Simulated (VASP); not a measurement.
# Ge (P6/mmm) in VASP: further runs

Runs on Ge. Level: PBE. Tasks: single point, relaxation of cell and atoms.

All numbers are computed with VASP 6.6.1; they aren't measurements. Logs are shortened: lines on timing, memory, paths and dates and some standing lists are left out, and cuts for length are marked.

**1. The cell of the first run**

The structure is hexagonal, space group P6/mmm (No. 191). The conventional cell has a = 4.754 Å, b = 4.754 Å, c = 2.685 Å, α = 90.00°, β = 90.00°, γ = 120.00°. Ge (site symmetry 6/mmm) has 14 Ge at 2.68 to 3.06 Å within 3.5 Å. Ge (site symmetry -6m2) has 11 Ge at 2.68 to 3.06 Å within 3.5 Å.

**2. Single point, PBE**

File INCAR:

```
SYSTEM = Ge
ALGO = Normal
EDIFF = 1E-6
ENCUT = 520
GGA = PE
ISIF = 2
ISMEAR = -1
LASPH = .TRUE.
LCHARG = .FALSE.
LREAL = .FALSE.
LWAVE = .FALSE.
NBANDS = 28
NELM = 80
PREC = Accurate
SIGMA = 0.05
```

File KPOINTS:

```
k-points
0
G
  8 8 11
  0 0 0
```

File POSCAR:

```
Ge
1.0
    4.7542611691      0.0000000000      0.0000000000
   -2.3771305845      4.1173109487      0.0000000000
    0.0000000000      0.0000000000      2.6845294188
Ge
3
Direct
    0.0000000000      0.0000000000      0.0000000000
    0.3333333333      0.6666666667      0.5000000000
    0.6666666667      0.3333333333      0.5000000000
```

Potentials or basis: VASP PAW PBE potentials, release 64 (Ge_d).

On the command line:

```
cat potpaw_PBE.64/Ge_d/POTCAR > POTCAR
mpirun -np 1 vasp_std > vasp.out
```

OUTCAR:

```text
SYSTEM = Ge
   EDIFF = 1E-6
   ENCUT = 520
   GGA = PE
   ISIF = 2
   ISMEAR = -1
   LASPH = .TRUE.
   LREAL = .FALSE.
   NELM = 80
   PREC = Accurate

 ion  position               nearest neighbor table
   1  0.000  0.000  0.000-
   2  0.333  0.667  0.500-   3 2.74   3 2.74   3 2.74
   3  0.667  0.333  0.500-   2 2.74   2 2.74   2 2.74

  LATTYP: Found a hexagonal cell.
 ALAT       =     4.7542611691
 C/A-ratio  =     0.5646575405

  Lattice vectors:

 A1 = (   4.7542611691,   0.0000000000,   0.0000000000)
 A2 = (  -2.3771305845,   4.1173109487,   0.0000000000)
 A3 = (   0.0000000000,   0.0000000000,   2.6845294188)

Analysis of symmetry for initial positions (statically):
=====================================================================
 Subroutine PRICEL returns:
 Original cell was already a primitive cell.

 Routine SETGRP: Setting up the symmetry group for a
 hexagonal supercell.

 Subroutine GETGRP returns: Found 24 space group operations
 (whereof 24 operations were pure point group operations)
 out of a pool of 24 trial point group operations.

The static configuration has the point symmetry D_6h.

Analysis of symmetry for dynamics (positions and initial velocities):
=====================================================================
 Subroutine PRICEL returns:
 Original cell was already a primitive cell.

 Routine SETGRP: Setting up the symmetry group for a
 hexagonal supercell.

 Subroutine GETGRP returns: Found 24 space group operations
 (whereof 24 operations were pure point group operations)
 out of a pool of 24 trial point group operations.

The dynamic configuration has the point symmetry D_6h.

 Subroutine INISYM returns: Found 24 space group operations
 (whereof 24 operations are pure point group operations),
 and found     1 'primitive' translations

----------------------------------------------------------------------------------------

                                     Primitive cell

  volume of cell :      52.5491

  direct lattice vectors                    reciprocal lattice vectors
     4.754261169  0.000000000  0.000000000     0.210337624  0.121438484  0.000000000
    -2.377130585  4.117310949  0.000000000     0.000000000  0.242876968  0.000000000
     0.000000000  0.000000000  2.684529419     0.000000000  0.000000000  0.372504765

  length of vectors
     4.754261169  4.754261169  2.684529419     0.242876968  0.242876968  0.372504765

  position of ions in fractional coordinates (direct lattice)
     0.000000000  0.000000000  0.000000000
     0.333333333  0.666666667  0.500000000
     0.666666667  0.333333333  0.500000000

  ion indices of the primitive-cell ions
   primitive index   ion index
                 1           1
                 2           2
                 3           3

----------------------------------------------------------------------------------------

 KPOINTS: k-points

Automatic generation of k-mesh.
 Grid dimensions read from file:
 generate k-points for:    8    8   11

 Generating k-lattice:

  Cartesian coordinates                     Fractional coordinates (reciprocal lattice)
     0.026292203  0.015179811  0.000000000     0.125000000  0.000000000  0.000000000
     0.000000000  0.030359621  0.000000000     0.000000000  0.125000000  0.000000000
     0.000000000  0.000000000  0.033864070     0.000000000  0.000000000  0.090909091

  Length of vectors
     0.030359621  0.030359621  0.033864070

  Shift w.r.t. Gamma in fractional coordinates (k-lattice)
     0.000000000  0.000000000  0.000000000

 Subroutine IBZKPT returns following result:
 ===========================================

 Found     60 irreducible k-points:

 Following reciprocal coordinates:
            Coordinates               Weight
  0.000000  0.000000  0.000000      1.000000
  0.125000  0.000000  0.000000      6.000000
  0.250000  0.000000  0.000000      6.000000
  0.375000  0.000000  0.000000      6.000000
  0.500000  0.000000  0.000000      3.000000
  0.125000  0.125000  0.000000      6.000000
[... 16 lines left out ...]
  0.250000  0.000000  0.181818     12.000000
  0.375000  0.000000  0.181818     12.000000
 [... further k-points ...]
   k-points           NKPTS =     60   k-points in BZ     NKDIM =     60   number of bands    NBANDS=     28
   number of dos      NEDOS =    301   number of ions     NIONS =      3
   total plane-waves  NPLWV =  25920
   dimension x,y,z NGX =    36 NGY =   36 NGZ =   20
   dimension x,y,z NGXF=    72 NGYF=   72 NGZF=   40
   ions per type =               3
   NGX,Y,Z   is equivalent  to a cutoff of  12.59, 12.59, 12.39 a.u.
   NGXF,Y,Z  is equivalent  to a cutoff of  25.18, 25.18, 24.77 a.u.
 SYSTEM =  Ge
   PREC   = accura    normal or accurate (medium, high low for compatibility)
   ISTART =      0    job   : 0-new  1-cont  2-samecut
   ICHARG =      2    charge: 1-file 2-atom 10-const
   ISPIN  =      1    spin polarized calculation?
   LNONCOLLINEAR =      F non collinear calculations
   LSORBIT =      F    spin-orbit coupling
   LASPH  =      T    aspherical Exc in radial PAW
   ENCUT  =  520.0 eV  38.22 Ry    6.18 a.u.   8.84  8.84  4.99*2*pi/ulx,y,z
   NELM   =     80;   NELMIN=  2; NELMDL= -5     # of ELM steps
   EDIFF  = 0.1E-05   stopping-criterion for ELM
   LREAL  =      F    real-space projection
   EDIFFG = 0.1E-04   stopping-criterion for IOM
   NSW    =      0    number of steps for IOM
   IBRION =     -1    ionic relax: 0-MD 1-quasi-New 2-CG
   NFREE  =      0    steps in history (QN), initial steepest desc. (CG)
   ISIF   =      2    stress and relaxation
   ISYM   =      2    0-nonsym 1-usesym 2-fastsym
   POTIM  = 0.5000    time-step for ionic-motion
   TEBEG  =    0.0;   TEEND  =   0.0 temperature during run
   PSTRESS=    0.0 pullay stress
   NELECT =      42.0000    total number of electrons
   NUPDOWN=      -1.0000    fix difference up-down
   EMIN   =  10.00;   EMAX   =-10.00  energy-range for DOS
   EFERMI =   0.00;   METHOD = LEGACY
   ISMEAR =    -1;   SIGMA  =   0.05  broadening in eV -4-tet -1-fermi 0-gaus
   EFERMI_NEDOS =   21; number of points for ismear=-14 and -15
   IALGO  =     38    algorithm
   IMIX   =      4    mixing-type and parameters
     AMIX     =   0.40;   BMIX     =  1.00
     AMIX_MAG =   1.60;   BMIX_MAG =  1.00
  volume/ion in A,a.u.               =      17.52       118.21
  Fermi-wavevector in a.u.,A,eV,Ry     =   1.519275  2.871013 31.404908  2.308196
  Thomas-Fermi vector in A             =   2.628283
   LORBIT       =      0    0 simple, 1 ext, 2 COOP (PROOUT), +10 PAW based schemes
   GGA     = PE    functional components
   LHFCALC =     F    Hartree Fock is set to
   AEXX    =    0.0000 exact exchange contribution
   IVDW    =     0    specifies the selected vdW correction
   LEPSILON=     F    determine dielectric tensor
   LRPA    =     F    only Hartree local field effects (RPA)
 non-spin polarized calculation
  energy-cutoff  :      520.00
  volume of cell :       52.55
 maximum number of plane-waves:      1438
 NGX is ok and might be reduce to    36

 number of electron      41.9999988 magnetization

 Free energy of the ion-electron system (eV)
  ---------------------------------------------------
  ext. energy  EPLUGINS =         0.00000000
  ---------------------------------------------------
  free energy    TOTEN  =       -12.45560574 eV

  energy without entropy =      -12.44772735  energy(sigma->0) =      -12.45166654

 E-fermi :   7.5340     XC(G=0): -11.6664

 val. band max:        7.5054362564   @ k =   0.2500   0.1250   0.3636
 cond. band min:       7.5360458751   @ k =   0.1250   0.1250   0.1818
 fundamental gap:      0.0306096188
 Fermi energy:         7.5340420444

 k-point     1 :       0.0000    0.0000    0.0000
  band No.  band energies     occupation
      1     -17.3663      2.00000
      2     -17.2672      2.00000
      3     -17.2672      2.00000
      4     -17.2083      2.00000
      5     -17.2029      2.00000
      6     -17.2029      2.00000
[... 20 lines left out ...]
     27      18.8991      0.00000
     28      19.0245      0.00000

 k-point     2 :       0.1250    0.0000    0.0000
  band No.  band energies     occupation
      1     -17.3660      2.00000
      2     -17.2679      2.00000
      3     -17.2677      2.00000
      4     -17.2071      2.00000
      5     -17.2031      2.00000
      6     -17.2027      2.00000
[... 20 lines left out ...]
     27      18.6142      0.00000
     28      18.7796      0.00000

 k-point     3 :       0.2500    0.0000    0.0000
  band No.  band energies     occupation
      1     -17.3651      2.00000
      2     -17.2701      2.00000
      3     -17.2696      2.00000
      4     -17.2038      2.00000
      5     -17.2034      2.00000
      6     -17.2022      2.00000
[... 20 lines left out ...]
     27      17.7427      0.00000
     28      18.3872      0.00000

 k-point     4 :       0.3750    0.0000    0.0000
  band No.  band energies     occupation
      1     -17.3643      2.00000
      2     -17.2736      2.00000
      3     -17.2712      2.00000
      4     -17.2044      2.00000
      5     -17.2014      2.00000
      6     -17.1975      2.00000
[... 20 lines left out ...]
     27      17.8964      0.00000
     28      18.0965      0.00000

 k-point     5 :       0.5000    0.0000    0.0000
  band No.  band energies     occupation
      1     -17.3639      2.00000
      2     -17.2754      2.00000
      3     -17.2718      2.00000
      4     -17.2047      2.00000
      5     -17.2010      2.00000
      6     -17.1934      2.00000
[... 20 lines left out ...]
     27      16.5266      0.00000
     28      17.9914      0.00000

 k-point     6 :       0.1250    0.1250    0.0000
  band No.  band energies     occupation
      1     -17.3654      2.00000
      2     -17.2694      2.00000
      3     -17.2690      2.00000
      4     -17.2046      2.00000
      5     -17.2035      2.00000
      6     -17.2025      2.00000
[... 463 lines left out ...]
      5     -17.2324      2.00000
      6     -17.1461      2.00000
[... 20 lines left out ...]
     27      16.1689      0.00000
     28      18.8879      0.00000

 k-point    22 :       0.1250    0.0000    0.1818
  band No.  band energies     occupation
      1     -17.2995      2.00000
      2     -17.2682      2.00000
      3     -17.2678      2.00000
      4     -17.2328      2.00000
      5     -17.2324      2.00000
      6     -17.1443      2.00000
[... 20 lines left out ...]
     27      15.7558      0.00000
     28      18.9459      0.00000

 k-point    23 :       0.2500    0.0000    0.1818
  band No.  band energies     occupation
      1     -17.2992      2.00000
      2     -17.2685      2.00000
      3     -17.2680      2.00000
      4     -17.2326      2.00000
      5     -17.2325      2.00000
      6     -17.1401      2.00000
[... 20 lines left out ...]
     27      14.6547      0.00000
     28      18.0315      0.00000

 k-point    24 :       0.3750    0.0000    0.1818
  band No.  band energies     occupation
      1     -17.2988      2.00000
      2     -17.2689      2.00000
      3     -17.2686      2.00000
      4     -17.2329      2.00000
      5     -17.2307      2.00000
      6     -17.1363      2.00000
[... 20 lines left out ...]
     27      13.5322      0.00000
     28      17.1801      0.00000

 [... further k-points ...]
[... 5 lines left out ...]
  --------------------------------------------------------------------------------------
  -------------------------------------------------------------------------------------
  Total        2.6714470      2.6714470      2.6777757      0.0000000     -0.0000000     -0.0000000
  in kB       81.4502212     81.4502212     81.6431790      0.0000000     -0.0000000     -0.0000000
  external PRESSURE =      81.5145405 kB  Pullay stress =       0.0000000 kB

 VOLUME and BASIS-vectors are now :
 -----------------------------------------------------------------------------
  energy-cutoff  :      520.00
  volume of cell :       52.55
      direct lattice vectors                 reciprocal lattice vectors
     4.754261169  0.000000000  0.000000000     0.210337624  0.121438484  0.000000000
    -2.377130585  4.117310949  0.000000000     0.000000000  0.242876968  0.000000000
     0.000000000  0.000000000  2.684529419     0.000000000  0.000000000  0.372504765

 POSITION                                       TOTAL-FORCE (eV/Angst)
 -----------------------------------------------------------------------------------
      0.00000      0.00000      0.00000        -0.000000      0.000000      0.000000
     -0.00000      2.74487      1.34226        -0.000000      0.000000     -0.000000
      2.37713      1.37244      1.34226         0.000000      0.000000      0.000000
 -----------------------------------------------------------------------------------
    total drift:                                0.000000      0.000000     -0.000000

  FREE ENERGIE OF THE ION-ELECTRON SYSTEM (eV)
  ---------------------------------------------------
  free  energy   TOTEN  =       -12.4556057399 eV

  energy  without entropy=      -12.4477273480  energy(sigma->0) =      -12.45166654
```

Run time: 25 s. Hardware: 1 thread of Intel Xeon 6975P-C (Granite Rapids), shared host; peak memory 0.2 GiB.

What came out:

```yaml
Free_energy: -12.4556 eV
Pressure: 8.2 GPa
Band_gap_on_the_k_mesh: zero (band 21 reaches 9.35 eV, above the bottom of band 22 at 4.01 eV)
```

**3. Relaxation of cell and atoms, PBE, target pressure 8.2 GPa, at which the enthalpy is minimised**

This run uses another cell than the first one: it holds 1 atom, not 3.

File INCAR:

```
SYSTEM = Ge
PREC = Accurate
ENCUT = 600
EDIFF = 1E-6
ISMEAR = -1
SIGMA = 0.05
LREAL = .False.
LASPH = .True.
NELM = 60
ALGO = Normal
ISIF = 3
LWAVE = .False.
LCHARG = .False.
GGA = PE
IBRION = 2
NSW = 32
EDIFFG = -0.005
PSTRESS = 82.0
```

File KPOINTS:

```
Automatic mesh
0
Gamma
  16 16 15
  0 0 0
```

File POSCAR:

```
Ge
1.0
    2.7924538489      0.0000000000      0.0000000000
   -1.3962269244      2.4183359720      0.0000000000
    0.0000000000      0.0000000000      2.5993229518
Ge
1
Direct
    0.0000000000      0.0000000000      0.0000000000
```

Potentials or basis: VASP PAW PBE potentials, release 64 (Ge_d).

On the command line:

```
cat potpaw_PBE.64/Ge_d/POTCAR > POTCAR
mpirun -np 1 vasp_std > vasp.out
```

It took 48 s on 1 thread of Intel Xeon 6975P-C (Granite Rapids), shared host; peak memory 0.18 GiB.

It converged, with:

```
Free energy                                            : -4.2287 eV
Relaxed volume                                         : 17.58 Å³/atom
Relaxed cell                                           : a = 2.794 Å, b = 2.794 Å, c = 2.600 Å, α = 90.00°, β = 90.00°, γ = 120.00°
Space group after relaxing (to 0.05 Å)                 : P6/mmm (No. 191)
Energy change on relaxing (the enthalpy is what falls) : -1.1 meV/atom
Ionic steps                                            : 10
Pressure after relaxing                                : 8.2 GPa
Band gap on the k mesh                                 : zero (band 7 reaches 14.83 eV, above the bottom of band 8 at 4.22 eV)
```

Step by step:
```tsv
step	energy change (eV)	largest force (eV/Å)	pressure (GPa)	volume (Å³)
1	0.0000	0.0000	8.02	17.55
2	0.0027	0.0000	8.60	17.50
3	0.0008	0.0000	8.36	17.54
4	0.0005	0.0000	8.40	17.54
5	0.0002	0.0000	8.35	17.55
6	0.0001	0.0000	8.13	17.55
7	0.0002	0.0000	8.28	17.55
8	0.0001	0.0000	8.34	17.55
9	0.0001	0.0000	8.31	17.55
10	-0.0011	0.0000	8.19	17.58
```

Final structure:
```yaml
crystal:
  lattice:
    - [2.79372, 0.00000, 0.00000]
    - [-1.39686, 2.41943, 0.00000]
    - [0.00000, 0.00000, 2.60017]
  atoms:
    - { symbol: Ge, position: [0.00000, 0.00000, 0.00000] }
```

Levels at points of the mesh, in eV from the Fermi level:
```csv
k point,band 5,band 6,band 7,band 8,band 9,band 10
"(0.00, 0.00, 0.00)",-24.57,-13.81,7.29,8.83,8.83,10.66
"(0.50, 0.00, 0.00)",-24.58,-8.37,-6.07,4.30,8.31,11.54
```

Caveat: the cell is relaxed towards a set pressure, so the enthalpy falls and the energy may rise.

**4. Relaxation of cell and atoms, PBE, target pressure 8.2 GPa, at which the enthalpy is minimised**

This run uses another cell than the first one: it holds 1 atom, not 3.

File INCAR:

```
SYSTEM = Ge
  ALGO = Normal
  EDIFF = 1E-6
  EDIFFG = -0.005
  ENCUT = 600
  GGA = PE
  IBRION = 2
  ISIF = 3
  ISMEAR = -1
  LASPH = .TRUE.
  LCHARG = .FALSE.
  LREAL = .FALSE.
  LWAVE = .FALSE.
  NELM = 80
  NSW = 60
  PREC = Accurate
  PSTRESS = 82.0
  SIGMA = 0.05
```

File KPOINTS:

```
k-points
0
G
  16 16 15
  0 0 0
```

File POSCAR:

```
Ge
1.0
    2.8019997613      0.0000000000      0.0000000000
   -1.4009998806      2.4266029746      0.0000000000
    0.0000000000      0.0000000000      2.6338797756
Ge
1
Direct
    0.0000000000      0.0000000000      0.0000000000
```

On the command line:

```
cat potpaw_PBE.64/Ge_d/POTCAR > POTCAR
mpirun -np 1 vasp_std > vasp.out
```

It took 10 min on 1 thread of AMD EPYC 7R43 (Zen 3), shared host; peak memory 0.15 GiB.

Results (log left out):

| Item | Value |
| --- | --- |
| Free energy | -4.2285 eV |
| Relaxed volume | 17.57 Å³/atom |
| Relaxed cell | a = 2.793 Å, b = 2.793 Å, c = 2.600 Å, α = 90.00°, β = 90.00°, γ = 120.00° |
| Space group after relaxing (to 0.05 Å) | P6/mmm (No. 191) |
| Energy change on relaxing (the enthalpy is what falls) | +14.8 meV/atom |
| Ionic steps | 24 |
| Pressure after relaxing | 8.2 GPa |
| Band gap on the k mesh | zero (band 7 reaches 14.84 eV, above the bottom of band 8 at 4.22 eV) |

The path:
| step | energy change (eV) | largest force (eV/Å) | pressure (GPa) | volume (Å³) |
| --- | --- | --- | --- | --- |
| 1 | 0.0000 | 0.0000 | 6.18 | 17.91 |
| 2 | 0.0281 | 0.0000 | 9.14 | 17.33 |
| 3 | 0.0149 | 0.0000 | 8.29 | 17.57 |
| 4 | 0.0160 | 0.0000 | 8.38 | 17.55 |
| 5 | 0.0156 | 0.0000 | 8.30 | 17.55 |
| 6 | 0.0144 | 0.0000 | 8.27 | 17.58 |
| 7 | 0.0145 | 0.0000 | 8.11 | 17.58 |
| 8 | 0.0145 | 0.0000 | 8.13 | 17.57 |
| 9 | 0.0150 | 0.0000 | 8.17 | 17.56 |
| 10 | 0.0146 | 0.0000 | 8.23 | 17.57 |
| 11 | 0.0146 | 0.0000 | 8.20 | 17.57 |
| 12 | 0.0145 | 0.0000 | 8.11 | 17.57 |
| 13 | 0.0157 | 0.0000 | 8.37 | 17.55 |
| 14 | 0.0150 | 0.0000 | 8.17 | 17.57 |
| 15 | 0.0151 | 0.0000 | 8.46 | 17.56 |
| 16 | 0.0150 | 0.0000 | 8.03 | 17.56 |
| 17 | 0.0151 | 0.0000 | 8.16 | 17.56 |
| 18 | 0.0151 | 0.0000 | 8.26 | 17.56 |
| 19 | 0.0144 | 0.0000 | 8.14 | 17.58 |
| 20 | 0.0147 | 0.0000 | 8.16 | 17.57 |
| 21 | 0.0148 | 0.0000 | 8.45 | 17.57 |
| 22 | 0.0147 | 0.0000 | 7.97 | 17.57 |
| 23 | 0.0148 | 0.0000 | 8.13 | 17.57 |
| 24 | 0.0148 | 0.0000 | 8.23 | 17.57 |

Final structure:
```cif
data_structure
_symmetry_space_group_name_H-M 'P 1'
_symmetry_Int_Tables_number 1
_cell_length_a 2.7933
_cell_length_b 2.7933
_cell_length_c 2.6000
_cell_angle_alpha 90.000
_cell_angle_beta 90.000
_cell_angle_gamma 120.000
_cell_volume 17.57
loop_
_atom_site_label
_atom_site_type_symbol
_atom_site_fract_x
_atom_site_fract_y
_atom_site_fract_z
_atom_site_occupancy
Ge1 Ge 0.00000 0.00000 0.00000 1
```

Levels at points of the mesh, in eV from the Fermi level:
```
           k point  band 4  band 5  band 6  band 7  band 8  band 9  band 10  band 11
(0.00, 0.00, 0.00)  -24.57  -24.57  -13.81    7.29    8.84    8.84    10.66    14.57
(0.50, 0.00, 0.00)  -24.59  -24.58   -8.37   -6.07    4.30    8.32    11.54    17.12
```

Caveat: the cell is relaxed towards a set pressure, so the enthalpy falls and the energy may rise.

(Continued in part 2 of 2.)
